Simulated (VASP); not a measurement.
# CaO: single point with PBEsol

Crystal: CaO.

```
CELL_PARAMETERS angstrom
3.99198 0.00000 0.00000
-1.99599 3.45715 0.00000
0.00000 0.00000 4.78484
ATOMIC_POSITIONS crystal
Ca 0.33333 0.66667 0.75000
Ca 0.66667 0.33333 0.25000
O 0.33333 0.66667 0.25000
O 0.66667 0.33333 0.75000
```

| Quantity | Value |
| --- | --- |
| Program | VASP 6.6.1 |
| Task | single point |
| Functional | PBEsol |
| Potentials or basis | VASP PAW PBE potentials, release 64 (Ca_sv, O) |
| Cutoff | 520 eV |
| k mesh | 6 × 6 × 4 |
| Occupations | gaussian, width 0.01 eV |
| Spin | no spin polarisation |

```json
{
  "Pressure": "-1.9 GPa",
  "Band gap on the k mesh": "3.03 eV, direct"
}
```

Stress tensor (GPa, compression positive):
```
-1.81  0.00  0.00
 0.00 -1.81  0.00
 0.00  0.00 -2.01
```

Levels at points of the mesh, in eV from the valence-band top:
| k point | band 14 | band 15 | band 16 | band 17 | band 18 | band 19 |
| --- | --- | --- | --- | --- | --- | --- |
| (0.00, 0.00, 0.00) | -1.16 | -1.11 | 0.00 | 3.03 | 6.09 | 6.09 |
| (0.50, 0.00, 0.00) | -0.85 | -0.61 | -0.39 | 4.59 | 5.18 | 5.19 |
| (0.00, 0.00, 0.50) | -1.31 | -1.31 | -1.31 | 4.86 | 4.86 | 7.76 |
| (0.50, 0.00, 0.50) | -1.07 | -0.77 | -0.77 | 5.26 | 5.26 | 7.29 |

It took 79 s on 1 thread of AMD EPYC 7R13 Processor (Zen 3), on a shared host, peak memory 0.15 GiB.

Caveat: the PAW data sets were made with another functional, which shifts forces and pressure a little. As with any semilocal functional, this PBEsol gap is likely too small.
